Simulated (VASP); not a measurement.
TaN, 2 atoms in the cell. The structure is cubic, space group Fm-3m (No. 225). Conventional cell: a = 4.443 Å, b = 4.443 Å, c = 4.443 Å, α = 90.00°, β = 90.00°, γ = 90.00°. Within 2.9 Å of Ta (site symmetry m-3m) lie 6 N at 2.22 Å. Within 2.9 Å of N (site symmetry m-3m) lie 6 Ta at 2.22 Å.  This cell differs from its parent crystal: volume scaled by 1.06.

* Program: VASP 6.6.1
* Task: electric field gradients
* Functional: PBEsol
* Potentials or basis: VASP PAW PBE potentials, release 64 (Ta_pv, N)
* Cutoff: 520 eV
* k mesh: 9 × 9 × 9
* Occupations: fermi-dirac, width 0.02 eV
* Spin: no spin polarisation
* Dipole correction: no
* Further INCAR settings: ALGO = Normal; EDIFF = 1e-08; NBANDS = 15

Potentials or basis: VASP PAW PBE potentials, release 64 (Ta_pv, N).

Command:

```console
$ cat potpaw_PBE.64/Ta_pv/POTCAR potpaw_PBE.64/N/POTCAR > POTCAR
$ mpirun -np 1 vasp_std > vasp.out
```

Hardware: 1 thread of Intel Xeon 6975P-C, with other jobs on the host.

Question: How long does it take, and how much memory?

Answer: Run time: 10 s on 1 thread of Intel Xeon 6975P-C, with other jobs on the host, peak memory 0.14 GiB. Counts: scf iterations 14, k points 35.
